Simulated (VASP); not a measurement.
A run of VASP 6.6.1:

File POSCAR:

```
NaCl
1.0
    3.4595452951      0.0000000000      0.0000000000
    0.0000000000      3.4595452951      0.0000000000
    0.0000000000      0.0000000000      3.4595452951
Na Cl
1 1
Direct
    0.0000000000      0.0000000000      0.0000000000
    0.5000000000      0.5000000000      0.5000000000
```

INCAR.step1

```
SYSTEM = NaCl
PREC = Accurate
ENCUT = 520
ISMEAR = 0
SIGMA = 0.01
LREAL = .FALSE.
LASPH = .TRUE.
NELM = 100
NBANDS = 14
GGA = PE
ALGO = Normal
EDIFF = 1E-4
LWAVE = .TRUE.
LCHARG = .FALSE.
```

File INCAR.step2:

```
SYSTEM = NaCl
PREC = Accurate
ENCUT = 520
EDIFF = 1E-6
ISMEAR = 0
SIGMA = 0.01
LREAL = .FALSE.
LASPH = .TRUE.
NELM = 100
ALGO = Normal
ISIF = 2
LWAVE = .FALSE.
LCHARG = .FALSE.
METAGGA = R2SCAN
LMIXTAU = .TRUE.
NBANDS = 14
ISTART = 1
```

Contents of KPOINTS:

```
Automatic mesh
0
G
  8 8 8
  0 0 0
```

Potentials or basis: VASP PAW PBE potentials, release 64 (Na_pv, Cl).

The run is started by

```console
$ cat potpaw_PBE.64/Na_pv/POTCAR potpaw_PBE.64/Cl/POTCAR > POTCAR
$ cp INCAR.step1 INCAR
$ mpirun -np 1 vasp_std > vasp.out
$ cp INCAR.step2 INCAR
$ mpirun -np 1 vasp_std > vasp.out
```

Hardware: 1 thread of AMD EPYC 7R13, on a shared host.

Question: How long does it take, and how much memory?

Answer: It took 3.1 min on 1 thread of AMD EPYC 7R13 (shared host), peak memory 0.13 GiB. Counts: k points 35.
